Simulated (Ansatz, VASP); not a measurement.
# O: VASP beside Ansatz

The input INCAR:

```
PREC = Accurate
ENCUT = 520
EDIFF = 1E-8
ISMEAR = -1
SIGMA = 0.03
LREAL = F
LASPH = T
NELM = 80
ALGO = Normal
ISIF = 2
LWAVE = F
LCHARG = F
GGA = PE
LEFG = T
NBANDS = 20
```

The input KPOINTS:

```
regular mesh
0
Gamma
  13 13 5
```

File POSCAR:

```
O
1.0
    2.5609995414      0.0000000000      0.0000000000
   -1.2804997707      2.2178906619      0.0000000000
    0.0000000000      0.0000000000      6.5750000000
O
4
Direct
    0.3333333333      0.6666666667      0.1610000000
    0.6666666667      0.3333333333      0.6610000000
    0.3333333333      0.6666666667      0.3390000000
    0.6666666667      0.3333333333      0.8390000000
```

Input for Ansatz:

```yaml
crystal:
  lattice:
    - [2.5609995414, 0.0, 0.0]
    - [-1.2804997707, 2.2178906619, 0.0]
    - [0.0, 0.0, 6.575]
  atoms:
    - { symbol: O, position: [0.3333333333, 0.6666666667, 0.161] }
    - { symbol: O, position: [0.6666666667, 0.3333333333, 0.661] }
    - { symbol: O, position: [0.3333333333, 0.6666666667, 0.339] }
    - { symbol: O, position: [0.6666666667, 0.3333333333, 0.839] }
kpoints:
  mp_grid: { grid: [13, 13, 5] }
  band_path:
    path:
      - [0.0, 0.0, 0.0]
      - [0.5, 0.0, 0.0]
      - [0.3333333333, 0.3333333333, 0.0]
      - [0.0, 0.0, 0.0]
      - [0.0, 0.0, 0.5]
      - [0.5, 0.0, 0.5]
      - [0.3333333333, 0.3333333333, 0.5]
      - [0.0, 0.0, 0.5]
      - [0.5, 0.0, 0.5]
    npoints: 8
scf:
  occupations: { method: fermi_dirac, width: 0.03 }
hamiltonian:
  xc: pbe
  pseudopotentials: { kind: all_electron, datasets: crystal }
output:
  forces: true
  stress: true
  eigenvalues: true
  efg: { contact_densities: true }
```

Alike in both runs: task electric field gradients; functional PBE; k mesh 13 × 13 × 5; occupations fermi-dirac, width 0.03 eV; no spin polarisation.

|  | VASP | Ansatz |
| --- | --- | --- |
| version | VASP 6.6.1 | Ansatz 0.2.0 |
| potentials or method | VASP PAW PBE potentials, release 64 (O), cutoff 520 eV | all-electron PAW with datasets made for the crystal, scalar-relativistic |

|  | VASP | Ansatz | Ansatz less VASP |
| --- | --- | --- | --- |
| pressure (GPa) | 22.7 | 17.2 | -5.57 |
| traceless stress, the component that is largest in VASP (GPa) | 46.08 | 34.05 | -12.029 |
| rms of the force components (eV/Å) | 2.834 | 1.780 | -1.0543 |
| size of Vzz on the site where it differs most (V/Å²) | 113.7 | 107.4 | -6.38 |

Atom by atom the forces differ by 1.054 eV/Å (rms over components). Ansatz ran all-electron here, and VASP with PAW potentials.

Noted on VASP's run: the standard files for N, O and F lose accuracy on very short bonds; spin is off for a triplet molecule.
